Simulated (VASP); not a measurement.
Wanted: the native input for a VASP 6.6.1 run.

```yaml
Task: relaxation of cell and atoms
Functional: PBE
Potentials_or_basis: VASP PAW PBE potentials, release 64 (Sc_sv, Zn, F)
Cutoff: 600 eV
k_mesh: 4 × 4 × 6
Occupations: gaussian, width 0.1 eV
Spin: no spin polarisation
Dipole_correction: no
Further_INCAR_settings: ALGO = Normal; EDIFF = 1e-07; IBRION = 2; EDIFFG = -0.04; NSW = 90; ISIF = 3
```

The structure of ScZnF2 lies in POSCAR:

```
ScZnF2
1.0
    4.1367897400      0.0000000000      0.0000000000
    0.0000000000      4.1367897400      0.0000000000
    0.0000000000      0.0000000000      2.6935204800
Sc Zn F
1 1 2
Direct
    0.5000000000      0.5000000000      0.5000000000
    0.0000000000      0.0000000000      0.0000000000
    0.5000000000      0.0000000000      0.0000000000
    0.0000000000      0.5000000000      0.0000000000
```

The input as run:

INCAR

```
SYSTEM = ScZnF2
PREC = Accurate
ENCUT = 600
EDIFF = 1E-7
ISMEAR = 0
SIGMA = 0.1
LREAL = .FALSE.
LASPH = .TRUE.
NELM = 100
ALGO = Normal
ISIF = 3
LWAVE = .FALSE.
LCHARG = .FALSE.
GGA = PE
IBRION = 2
NSW = 90
EDIFFG = -0.04
```

KPOINTS

```
regular mesh
0
G
  4 4 6
  0 0 0
```

Potentials or basis: VASP PAW PBE potentials, release 64 (Sc_sv, Zn, F).

Launch:

```console
$ cat potpaw_PBE.64/Sc_sv/POTCAR potpaw_PBE.64/Zn/POTCAR potpaw_PBE.64/F/POTCAR > POTCAR
$ mpirun -np 1 vasp_std > vasp.out
```

Results of the run:

```yaml
Relaxed_volume: 14.10 Å³/atom
Relaxed_cell: a = 4.468 Å, b = 4.468 Å, c = 2.825 Å, α = 90.00°, β = 90.00°, γ = 90.00°
Space_group_after_relaxing_to_0.05_Å: P4/mmm (No. 123)
Energy_gained_by_relaxing: 161.7 meV/atom
Ionic_steps: 3
Pressure_after_relaxing: 0.1 GPa
```

Caveat: the k points lie up to 0.37 Å⁻¹ apart in the final cell; the volume moved by over 15 % at a fixed basis, so the end points are rough; an odd number of electrons without spin polarisation forces a metal; a magnetic or distorted state may lie lower.

Run time: 35 s on 1 thread of Intel(R) Xeon(R) 6975P-C (Granite Rapids), on a shared host, peak memory 0.2 GiB.
